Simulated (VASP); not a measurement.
Here is a VASP 6.6.1 calculation.

POSCAR

```
CaAl15N15
1.0
    6.2595139128      0.0000000578      0.0000000000
   -3.1297570064      5.4208980350      0.0000000000
    0.0000000000      0.0000000000     10.0348065929
Al Ca N
15 1 15
Direct
    0.3406721409      0.1586226301      0.2470655744
    0.3318310300      0.1679648068      0.7574513368
    0.1660368613      0.3328810022      0.9983762128
    0.3372279906      0.6668066633      0.2477179649
    0.1695906732      0.8243526868      0.4961533713
    0.3309840971      0.6689291657      0.7543650506
    0.1633637473      0.8318681191      1.0016437496
    0.8328818619      0.1623468262      0.2476938221
    0.6754000788      0.3300732330      0.4963097145
    0.8301502829      0.1682982729      0.7544614300
    0.6670914256      0.3356438358      1.0016942971
    0.8331365519      0.6661194375      0.2521126136
    0.6618332687      0.8369942287      0.4993946376
    0.8304297918      0.6696512566      0.7472875584
    0.6660472646      0.8327537755      1.0003036800
    0.1886773148      0.3096958877      0.4976710069
    0.1727122500      0.3279453445      0.1927147143
    0.3334940043      0.1654449479      0.9452206364
    0.1651662600      0.3337932410      0.7145090471
    0.3452417479      0.6915025642      0.4311415678
    0.1643862134      0.8262238223      0.1902329884
    0.3315293938      0.6713789048      0.9444720897
    0.1678338280      0.8389134292      0.6872703234
    0.8070080384      0.1534555140      0.4310861290
    0.6729700146      0.3346339549      0.1902884159
    0.8271897901      0.1669723203      0.9444920523
    0.6614669056      0.3326878018      0.6872415323
    0.8318770291      0.6675573079      0.4429490203
    0.6706052035      0.8289634182      0.1876490961
    0.8313700319      0.6676121503      0.9377049837
    0.6641158291      0.8350806188      0.6913394232
```

INCAR.step1

```
SYSTEM = CaAl15N15
PREC     = Accurate       ! precision mode
ENCUT    = 520            ! plane-wave cutoff, eV
EDIFF    = 1E-5           ! SCF threshold, eV
ISMEAR   = -1             ! smearing method
SIGMA    = 0.01           ! smearing width, eV
LREAL    = Auto         
LASPH    = .TRUE.         ! aspherical terms in the spheres
NELM     = 120            ! most SCF steps
ALGO     = Normal         ! electronic algorithm
ISIF     = 2              ! what is computed and relaxed
LWAVE    = .TRUE.         ! write WAVECAR
LCHARG   = .FALSE.        ! write CHGCAR
GGA      = PE             ! functional
NBANDS   = 86             ! bands
GGA_COMPAT= .FALSE.      
ISYM     = -1
```

INCAR.step2

```
SYSTEM = CaAl15N15
PREC     = Accurate       ! precision mode
ENCUT    = 520            ! plane-wave cutoff, eV
EDIFF    = 1E-6           ! SCF threshold, eV
ISMEAR   = -1             ! smearing method
SIGMA    = 0.01           ! smearing width, eV
LREAL    = Auto         
LASPH    = .TRUE.         ! aspherical terms in the spheres
NELM     = 120            ! most SCF steps
ALGO     = Normal         ! electronic algorithm
ISIF     = 2              ! what is computed and relaxed
LWAVE    = .FALSE.        ! write WAVECAR
LCHARG   = .FALSE.        ! write CHGCAR
GGA      = PE             ! functional
LHFCALC  = .TRUE.         ! exact exchange
HFSCREEN = 0.2079         ! screening, 1/A
PRECFOCK = Fast         
ISTART   = 1            
NBANDS   = 86             ! bands
GGA_COMPAT= .FALSE.      
ISYM     = -1
```

KPOINTS

```
explicit points
1
Reciprocal
  0.25000000   0.25000000   0.25000000 1
```

Potentials or basis: VASP PAW PBE potentials, release 64 (Al, Ca_sv, N).

The run is started by

```console
$ cat potpaw_PBE.64/Al/POTCAR potpaw_PBE.64/Ca_sv/POTCAR potpaw_PBE.64/N/POTCAR > POTCAR
$ cp INCAR.step1 INCAR
$ mpirun -np 1 vasp_std > vasp.out
$ cp INCAR.step2 INCAR
$ mpirun -np 1 vasp_std > vasp.out
```

Question: Predict the pressure.

Answer: -0.8 GPa.

Question: What does it give for the band gap on the k mesh?

Answer: 3.03 eV.

Question: What does it give for the largest force?

Answer: 0.251 eV/Å.

Stress tensor (GPa, compression positive):
```
 0.18 -3.49 -1.09
-3.49 -3.79  0.75
-1.09  0.75  1.08
```

Caveat: the PAW data sets were made with another functional, which shifts forces and pressure a little.
